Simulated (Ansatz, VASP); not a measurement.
**Ga in VASP and in Ansatz**

```xyz
1
Lattice="0.0000 2.0767 2.0767 2.0767 0.0000 2.0767 2.0767 2.0767 0.0000" Properties=species:S:1:pos:R:3 pbc="T T T"
Ga    0.0000    0.0000    0.0000
```

Alike in both runs: functional PBE; dispersion D3(BJ); k mesh 16 × 16 × 16; occupations gaussian, width 0.1 eV; no spin polarisation.

Ansatz relaxed the structure, and its values are those at the end. VASP's run is a single point on that final structure, the one shown.

|  | VASP | Ansatz |
| --- | --- | --- |
| version | VASP 6.6.1 | Ansatz 0.2.0 |
| potentials or method | VASP PAW PBE potentials, release 64 (Ga_d), cutoff 500 eV | scalar-relativistic, plane waves, PAW |
| valence electrons in the cell | 13 | 13 |

|  | VASP | Ansatz | Ansatz less VASP |
| --- | --- | --- | --- |
| gap on the k mesh at the Fermi level (eV) | none | none | - |
| pressure (GPa) | 0.0 | 0.0 | -0.05 |

A gap of «none» marks a metal or a gap that the smearing closes.
